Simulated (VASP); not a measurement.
# CuO in VASP: a series of runs

CuO is run at these levels: r2SCAN, RPBE+D3(BJ), RPBE+D4, PBE; tasks: single point.

Everything below comes from runs of VASP 6.6.1. Logs are shortened: lines on timing, memory, paths and dates and some standing lists are left out, and cuts for length are marked.

### Step 1. The cell of the first run

The typed cell holds 4 atoms: a = 2.900 Å, b = 2.900 Å, c = 5.129 Å, α = 97.69°, β = 97.69°, γ = 72.31°.

### Step 2. Single point, r2SCAN

POSCAR

```
CuO
1.0
    2.3418500000     -1.7113000000      0.0000000000
    2.3418500000      1.7113000000      0.0000000000
   -0.8500274268      0.0000000000      5.0578693947
Cu O
2 2
Direct
    0.5063060000     -0.0089130000      0.5000460000
   -0.0030500000      0.5118650000      0.0077660000
    0.4125810000      0.5821750000      0.7543040000
    0.5793590000      0.4093460000      0.2516240000
```

INCAR.step1

```
  PREC = Accurate
  ENCUT = 520
  ISMEAR = 1
  SIGMA = 0.1
  LREAL = F
  LASPH = T
  NELM = 100
  NBANDS = 25
  GGA = PE
  ALGO = Normal
  EDIFF = 1E-4
  LWAVE = T
  LCHARG = F
```

INCAR.step2

```
  PREC = Accurate
  ENCUT = 520
  EDIFF = 1E-6
  ISMEAR = 1
  SIGMA = 0.1
  LREAL = F
  LASPH = T
  NELM = 100
  ALGO = Normal
  ISIF = 2
  LWAVE = F
  LCHARG = F
  METAGGA = R2SCAN
  LMIXTAU = T
  NBANDS = 25
  ISTART = 1
```

KPOINTS

```
regular mesh
0
Gamma
  11 11 6
```

Potentials or basis: VASP PAW PBE potentials, release 64 (Cu, O).

Command:

```
$ cat potpaw_PBE.64/Cu/POTCAR potpaw_PBE.64/O/POTCAR > POTCAR
$ cp INCAR.step1 INCAR
$ mpirun -np 1 vasp_std > vasp.out
$ cp INCAR.step2 INCAR
$ mpirun -np 1 vasp_std > vasp.out
```

OUTCAR:

```text
PREC = Accurate
   ENCUT = 520
   EDIFF = 1E-6
   ISMEAR = 1
   LREAL = F
   LASPH = T
   NELM = 100
   ISIF = 2
   METAGGA = R2SCAN
   ISTART = 1

 ion  position               nearest neighbor table
   1  0.506  0.991  0.500-   4 1.94   4 1.95   3 1.97   3 1.98
   2  0.997  0.512  0.008-   4 1.93   3 1.96   4 1.96   3 1.97
   3  0.413  0.582  0.754-   2 1.96   2 1.97   1 1.97   1 1.98
   4  0.579  0.409  0.252-   2 1.93   1 1.94   1 1.95   2 1.96

  LATTYP: Found a base centered monoclinic cell.
 ALAT       =     4.6837000000
 B/A-ratio  =     0.7307470589
 C/A-ratio  =     1.0950317057
 COS(beta)  =    -0.1657361228

  Lattice vectors:

 A1 = (   2.3418500000,  -1.7113000000,   0.0000000000)
 A2 = (   2.3418500000,   1.7113000000,   0.0000000000)
 A3 = (  -0.8500274268,   0.0000000000,   5.0578693947)

Analysis of symmetry for initial positions (statically):
=====================================================================
 Subroutine PRICEL returns:
 Original cell was already a primitive cell.

 Routine SETGRP: Setting up the symmetry group for a
 base centered monoclinic supercell.

 Subroutine GETGRP returns: Found  1 space group operations
 (whereof  1 operations were pure point group operations)
 out of a pool of  4 trial point group operations.

The static configuration has the point symmetry C_1 .

Analysis of symmetry for dynamics (positions and initial velocities):
=====================================================================
 Subroutine PRICEL returns:
 Original cell was already a primitive cell.

 Routine SETGRP: Setting up the symmetry group for a
 base centered monoclinic supercell.

 Subroutine GETGRP returns: Found  1 space group operations
 (whereof  1 operations were pure point group operations)
 out of a pool of  4 trial point group operations.

The dynamic configuration has the point symmetry C_1 .

 Subroutine INISYM returns: Found  1 space group operations
 (whereof  1 operations are pure point group operations),
 and found     1 'primitive' translations

----------------------------------------------------------------------------------------

                                     Primitive cell

  volume of cell :      40.5399

  direct lattice vectors                    reciprocal lattice vectors
     2.341850000 -1.711300000  0.000000000     0.213506416 -0.292175539  0.035881968
     2.341850000  1.711300000  0.000000000     0.213506416  0.292175539  0.035881968
    -0.850027427  0.000000000  5.057869395     0.000000000  0.000000000  0.197711709

  length of vectors
     2.900484289  2.900484289  5.128800000     0.363646877  0.363646877  0.197711709

  position of ions in fractional coordinates (direct lattice)
     0.506306000  0.991087000  0.500046000
     0.996950000  0.511865000  0.007766000
     0.412581000  0.582175000  0.754304000
     0.579359000  0.409346000  0.251624000

  ion indices of the primitive-cell ions
   primitive index   ion index
                 1           1
                 2           2
                 3           3
                 4           4

----------------------------------------------------------------------------------------

 KPOINTS: regular mesh

Automatic generation of k-mesh.
 Grid dimensions read from file:
 generate k-points for:   11   11    6

 Generating k-lattice:

  Cartesian coordinates                     Fractional coordinates (reciprocal lattice)
     0.019409674 -0.026561413  0.003261997     0.090909091  0.000000000 -0.000000000
     0.019409674  0.026561413  0.003261997     0.000000000  0.090909091 -0.000000000
     0.000000000  0.000000000  0.032951951     0.000000000  0.000000000  0.166666667

  Length of vectors
     0.033058807  0.033058807  0.032951951

  Shift w.r.t. Gamma in fractional coordinates (k-lattice)
     0.000000000  0.000000000  0.000000000

 Subroutine IBZKPT returns following result:
 ===========================================

 Found    364 irreducible k-points:

 Following reciprocal coordinates:
            Coordinates               Weight
  0.000000  0.000000  0.000000      1.000000
  0.090909 -0.000000 -0.000000      2.000000
  0.000000 -0.090909  0.000000      2.000000
  0.181818 -0.000000 -0.000000      2.000000
  0.000000 -0.181818  0.000000      2.000000
  0.272727 -0.000000 -0.000000      2.000000
[... 16 lines left out ...]
 -0.363636  0.090909 -0.000000      2.000000
 -0.090909  0.363636  0.000000      2.000000
 [... further k-points ...]
   k-points           NKPTS =    364   k-points in BZ     NKDIM =    364   number of bands    NBANDS=     25
   number of dos      NEDOS =    301   number of ions     NIONS =      4
   total plane-waves  NPLWV =  23040
   dimension x,y,z NGX =    24 NGY =   24 NGZ =   40
   dimension x,y,z NGXF=    48 NGYF=   48 NGZF=   80
   ions per type =               2   2
   NGX,Y,Z   is equivalent  to a cutoff of  13.76, 13.76, 12.97 a.u.
   NGXF,Y,Z  is equivalent  to a cutoff of  27.51, 27.51, 25.93 a.u.
 SYSTEM =  unknown system
   PREC   = accura    normal or accurate (medium, high low for compatibility)
   ISTART =      1    job   : 0-new  1-cont  2-samecut
   ICHARG =      0    charge: 1-file 2-atom 10-const
   ISPIN  =      1    spin polarized calculation?
   LNONCOLLINEAR =      F non collinear calculations
   LSORBIT =      F    spin-orbit coupling
   LASPH  =      T    aspherical Exc in radial PAW
   ENCUT  =  520.0 eV  38.22 Ry    6.18 a.u.   5.39  5.39  9.54*2*pi/ulx,y,z
   NELM   =    100;   NELMIN=  2; NELMDL=  0     # of ELM steps
   EDIFF  = 0.1E-05   stopping-criterion for ELM
   LREAL  =      F    real-space projection
   EDIFFG = 0.1E-04   stopping-criterion for IOM
   NSW    =      0    number of steps for IOM
   IBRION =     -1    ionic relax: 0-MD 1-quasi-New 2-CG
   NFREE  =      0    steps in history (QN), initial steepest desc. (CG)
   ISIF   =      2    stress and relaxation
   ISYM   =      2    0-nonsym 1-usesym 2-fastsym
   POTIM  = 0.5000    time-step for ionic-motion
   TEBEG  =    0.0;   TEEND  =   0.0 temperature during run
   PSTRESS=    0.0 pullay stress
   NELECT =      34.0000    total number of electrons
   NUPDOWN=      -1.0000    fix difference up-down
   EMIN   =  10.00;   EMAX   =-10.00  energy-range for DOS
   EFERMI =   0.00;   METHOD = LEGACY
   ISMEAR =     1;   SIGMA  =   0.10  broadening in eV -4-tet -1-fermi 0-gaus
   EFERMI_NEDOS =   21; number of points for ismear=-14 and -15
   IALGO  =     38    algorithm
   IMIX   =      4    mixing-type and parameters
     AMIX     =   0.40;   BMIX     =  1.00
     AMIX_MAG =   1.60;   BMIX_MAG =  1.00
  volume/ion in A,a.u.               =      10.13        68.39
  Fermi-wavevector in a.u.,A,eV,Ry     =   1.543856  2.917465 32.429379  2.383492
  Thomas-Fermi vector in A             =   2.649460
   LORBIT       =      0    0 simple, 1 ext, 2 COOP (PROOUT), +10 PAW based schemes
   METAGGA = R2SCAN    functional components
   LHFCALC =     F    Hartree Fock is set to
   AEXX    =    0.0000 exact exchange contribution
   IVDW    =     0    specifies the selected vdW correction
   LEPSILON=     F    determine dielectric tensor
   LRPA    =     F    only Hartree local field effects (RPA)
 non-spin polarized calculation
 Methfessel and Paxton  Order N= 1 SIGMA  =   0.10
  energy-cutoff  :      520.00
  volume of cell :       40.54
 maximum number of plane-waves:      1129
 NGX is ok and might be reduce to    24
   NGX = 11   NGY = 11   NGZ = 19

 number of electron      33.9999994 magnetization

 Free energy of the ion-electron system (eV)
  ---------------------------------------------------
  ext. energy  EPLUGINS =         0.00000000
  ---------------------------------------------------
  free energy    TOTEN  =       -36.35084105 eV

  energy without entropy =      -36.34986284  energy(sigma->0) =      -36.35051498

 E-fermi :   5.5363     XC(G=0): -12.6189

 val. band max:        5.5353572403   @ k =  -0.1818  -0.4545  -0.3333
 cond. band min:       5.5370794955   @ k =   0.3636   0.0909  -0.0000
 fundamental gap:      0.0017222552
 Fermi energy:         5.5362841804

 k-point     1 :       0.0000    0.0000    0.0000
  band No.  band energies     occupation
      1     -15.5529      2.00000
      2     -14.2558      2.00000
      3      -2.8375      2.00000
      4      -0.2425      2.00000
      5       0.1413      2.00000
      6       2.0601      2.00000
[... 17 lines left out ...]
     24      22.6866      0.00000
     25      22.9244      0.00000

 k-point     2 :       0.0909   -0.0000   -0.0000
  band No.  band energies     occupation
      1     -15.4990      2.00000
      2     -14.2379      2.00000
      3      -2.7460      2.00000
      4      -0.2605      2.00000
      5       0.1209      2.00000
      6       1.3541      2.00000
[... 17 lines left out ...]
     24      22.2462      0.00000
     25      23.1771      0.00000

 k-point     3 :       0.0000   -0.0909    0.0000
  band No.  band energies     occupation
      1     -15.4992      2.00000
      2     -14.2376      2.00000
      3      -2.7470      2.00000
      4      -0.2554      2.00000
      5       0.1107      2.00000
      6       1.3842      2.00000
[... 17 lines left out ...]
     24      22.2141      0.00000
     25      23.2326      0.00000

 k-point     4 :       0.1818   -0.0000   -0.0000
  band No.  band energies     occupation
      1     -15.3503      2.00000
      2     -14.1894      2.00000
      3      -2.4956      2.00000
      4      -0.3315      2.00000
      5       0.0647      2.00000
      6       0.3838      2.00000
[... 17 lines left out ...]
     24      21.5253      0.00000
     25      22.8196      0.00000
[... 477 lines left out ...]
 k-point    22 :      -0.0909    0.4545    0.0000
  band No.  band energies     occupation
      1     -14.7765      2.00000
      2     -14.0128      2.00000
      3      -1.8648      2.00000
      4      -1.5795      2.00000
      5      -0.4052      2.00000
      6       0.0346      2.00000
[... 17 lines left out ...]
     24      18.5214      0.00000
     25      21.2969      0.00000

 k-point    23 :      -0.3636    0.0909   -0.0000
  band No.  band energies     occupation
      1     -14.8762      2.00000
      2     -14.0388      2.00000
      3      -1.7392      2.00000
      4      -1.5080      2.00000
      5      -0.4697      2.00000
      6       0.0466      2.00000
[... 17 lines left out ...]
     24      19.1699      0.00000
     25      21.2226      0.00000

 k-point    24 :      -0.0909    0.3636    0.0000
  band No.  band energies     occupation
      1     -14.8770      2.00000
      2     -14.0376      2.00000
      3      -1.7693      2.00000
      4      -1.4761      2.00000
      5      -0.4445      2.00000
      6       0.0009      2.00000
[... 17 lines left out ...]
     24      19.1441      0.00000
     25      21.2246      0.00000

 [... further k-points ...]

------------------------ aborting loop because EDIFF is reached ----------------------------------------

  FORCE on cell =-STRESS in cart. coord.  units (eV):
  Direction    XX          YY          ZZ          XY          YZ          ZX
  --------------------------------------------------------------------------------------
  -------------------------------------------------------------------------------------
  Total       -0.1922633      0.1342736     -0.4648071     -0.0455115     -0.1226204     -0.2680123
  in kB       -7.5984354      5.3066261    -18.3696332     -1.7986580     -4.8460797    -10.5921093
  external PRESSURE =      -6.8871475 kB  Pullay stress =       0.0000000 kB

 VOLUME and BASIS-vectors are now :
 -----------------------------------------------------------------------------
  energy-cutoff  :      520.00
  volume of cell :       40.54
      direct lattice vectors                 reciprocal lattice vectors
     2.341850000 -1.711300000  0.000000000     0.213506416 -0.292175539  0.035881968
     2.341850000  1.711300000  0.000000000     0.213506416  0.292175539  0.035881968
    -0.850027427  0.000000000  5.057869395     0.000000000  0.000000000  0.197711709

 POSITION                                       TOTAL-FORCE (eV/Angst)
 -----------------------------------------------------------------------------------
      3.08162      0.82961      2.52917        -0.036492      0.146836      0.407319
      3.52682     -0.83013      0.03928        -0.187963      0.007033     -0.352552
      1.68839      0.29023      3.81517         0.087218     -0.368729     -0.105991
      2.10151     -0.29094      1.27268         0.137237      0.214860      0.051223
 -----------------------------------------------------------------------------------
    total drift:                                0.009451     -0.007630      0.010357

  FREE ENERGIE OF THE ION-ELECTRON SYSTEM (eV)
  ---------------------------------------------------
  free  energy   TOTEN  =       -36.3508410545 eV

  energy  without entropy=      -36.3498628391  energy(sigma->0) =      -36.35051498
```

It took 8.3 min on 1 thread of Intel Xeon 6975P-C (Granite Rapids), shared host; peak memory 0.41 GiB.

What came out:

```yaml
Free_energy: -36.3508 eV
Pressure: -0.7 GPa
Largest_force: 0.435 eV/Å
Band_gap_on_the_k_mesh: zero (bands 17 and 18 overlap by 0.66 eV)
```

Forces on the atoms (eV/Å):
```
Cu  -0.036  0.147  0.407
Cu  -0.188  0.007 -0.353
O    0.087 -0.369 -0.106
O    0.137  0.215  0.051
```

Levels at points of the mesh, in eV from the Fermi level:
```csv
k point,band 13,band 14,band 15,band 16,band 17,band 18,band 19,band 20,band 21,band 22
"(0.00, 0.00, 0.00)",-2.55,-2.41,-2.34,-1.87,0.18,0.95,2.03,6.53,8.73,14.00
"(0.00, 0.00, 0.50)",-2.46,-2.37,-1.70,-1.67,0.23,0.26,4.27,4.36,12.20,12.40
```

Caveat: the PAW data sets were made with another functional, which shifts forces and pressure a little; semilocal functionals often make such compounds metallic where correlation or magnetic order opens a gap, which also shifts bond lengths. With open d or f shells a metallic result of r2SCAN can be an artefact of self-interaction; +U or a hybrid may open a gap.

(Continued in part 2 of 3.)
